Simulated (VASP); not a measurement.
A run of VASP 6.6.1:

Contents of INCAR:

```
SYSTEM = GaN
PREC = Accurate
ENCUT = 520
EDIFF = 1E-8
ISMEAR = 0
SIGMA = 0.01
LREAL = .False.
LASPH = .True.
NELM = 80
ALGO = Normal
ISIF = 2
LWAVE = .False.
LCHARG = .False.
GGA = PS
IBRION = 8
NSW = 1
LEPSILON = .True.
```

KPOINTS

```
Automatic mesh
0
Gamma
  10 10 10
  0 0 0
```

File POSCAR:

```
GaN
1.0
    0.0000000000      2.1789661073      2.1789661073
    2.1789661073      0.0000000000      2.1789661073
    2.1789661073      2.1789661073      0.0000000000
Ga N
1 1
Direct
    0.0000000000      0.0000000000      0.0000000000
    0.7500000000      0.7500000000      0.7500000000
```

Potentials or basis: VASP PAW PBE potentials, release 64 (Ga_d, N).

Launch:

```bash
$ cat potpaw_PBE.64/Ga_d/POTCAR potpaw_PBE.64/N/POTCAR > POTCAR
$ mpirun -np 1 vasp_std > vasp.out
```

Hardware: 1 thread of Intel(R) Xeon(R) 6975P-C (Granite Rapids), on a shared host.

**Question.** How long does it take, and how much memory?

**Answer.** It took 2.1 min on 1 thread of Intel(R) Xeon(R) 6975P-C (Granite Rapids), on a shared host, peak memory 0.24 GiB. Counts: scf iterations 162, k points 47.
